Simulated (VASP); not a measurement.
A run of VASP 6.6.1 is set up as follows.

The input INCAR:

```
SYSTEM = In3As
PREC = Accurate ; ENCUT = 520
EDIFF = 1E-6 ; ISMEAR = -1
SIGMA = 0.05 ; LREAL = .FALSE.
LASPH = .TRUE. ; NELM = 60
ALGO = Fast ; ISIF = 2
LWAVE = .FALSE. ; LCHARG = .FALSE.
GGA = PS ; NBANDS = 30
```

KPOINTS

```
Automatic mesh
0
G
  6 6 6
  0 0 0
```

File POSCAR:

```
In3As
1.0
    4.6085424358      0.0000000000      0.0000000000
    0.0000000000      4.6085424358      0.0000000000
    0.0000000000      0.0000000000      4.6085424358
In As
3 1
Direct
    0.5000000000      0.5000000000      0.0000000000
    0.5000000000      0.0000000000      0.5000000000
    0.0000000000      0.5000000000      0.5000000000
    0.0000000000      0.0000000000      0.0000000000
```

Potentials or basis: VASP PAW PBE potentials, release 64 (In_d, As).

The run is started by

```sh
$ cat potpaw_PBE.64/In_d/POTCAR potpaw_PBE.64/As/POTCAR > POTCAR
$ mpirun -np 1 vasp_std > vasp.out
```

Estimate the pressure.

-0.7 GPa.

Predict the band gap on the k mesh.

zero (band 22 reaches 7.48 eV, above the bottom of band 23 at 3.37 eV).

Caveat: the PAW data sets were made with another functional, which shifts forces and pressure a little; spin-orbit coupling is left out, which moves the levels of the heavy elements.
